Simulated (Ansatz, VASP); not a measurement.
C: VASP beside Ansatz

INCAR

```
SYSTEM = C
PREC     = Accurate       ! precision mode
ENCUT    = 1300           ! plane-wave cutoff, eV
EDIFF    = 1E-6           ! SCF threshold, eV
ISMEAR   = 0              ! smearing method
SIGMA    = 0.05           ! smearing width, eV
LREAL    = .False.        ! projectors in reciprocal space
LASPH    = .True.         ! aspherical terms in the spheres
NELM     = 120            ! most SCF steps
ALGO     = Normal         ! electronic algorithm
ISIF     = 2              ! what is computed and relaxed
LWAVE    = .False.        ! write WAVECAR
LCHARG   = .False.        ! write CHGCAR
GGA      = CA             ! functional
NBANDS   = 11             ! bands
GGA_COMPAT= .False.
```

File KPOINTS:

```
Automatic mesh
0
Gamma
  12 12 12
  0 0 0
```

The input POSCAR:

```
C
1.0
    0.0000000000      1.7943963805      1.7098803110
    1.7943963805      0.0000000000      1.7098803110
    1.7943963805      1.7943963805      0.0000000000
C
2
Direct
    0.5000000000      0.5000000000      0.5000000000
    0.7500000000      0.7500000000      0.7500000000
```

Input for Ansatz:

```yaml
crystal:
  lattice:
    - [0.0, 1.7943963805, 1.709880311]
    - [1.7943963805, 0.0, 1.709880311]
    - [1.7943963805, 1.7943963805, 0.0]
  atoms:
    - { symbol: C, position: [0.5, 0.5, 0.5] }
    - { symbol: C, position: [0.75, 0.75, 0.75] }
basis:
  ecutwfc: 520.0
kpoints:
  mp_grid: { grid: [12, 12, 12] }
hamiltonian:
  xc: lda
  pseudopotentials: { kind: paw, azcp: { folder: soft_1 } }
scf:
  occupations: { method: gaussian, width: 0.05 }
output:
  forces: true
  stress: true
  eigenvalues: true
```

Alike in both runs: task single point; functional LDA; k mesh 12 × 12 × 12; occupations gaussian, width 0.05 eV; no spin polarisation.

```csv
,VASP,Ansatz
version,VASP 6.6.1,Ansatz 0.2.0
potentials or method,"VASP PAW LDA potentials, release 64 (C_h), cutoff 1300 eV","scalar-relativistic, plane waves, PAW"
valence electrons in the cell,8,8
```

```tsv
	VASP	Ansatz	Ansatz less VASP
gap on the k mesh at the Fermi level (eV)	2.98	2.99	+0.005
least direct gap on the mesh (eV)	4.78	4.78	-0.002
pressure (GPa)	1.0	0.0	-1.00
traceless stress, the component that is largest in VASP (GPa)	29.19	29.21	+0.018
```

Ansatz warns that its potentials were made for another functional, while VASP's fit it. LDA's correlation is that of Perdew and Zunger in VASP and of Perdew and Wang (1992) in Ansatz.
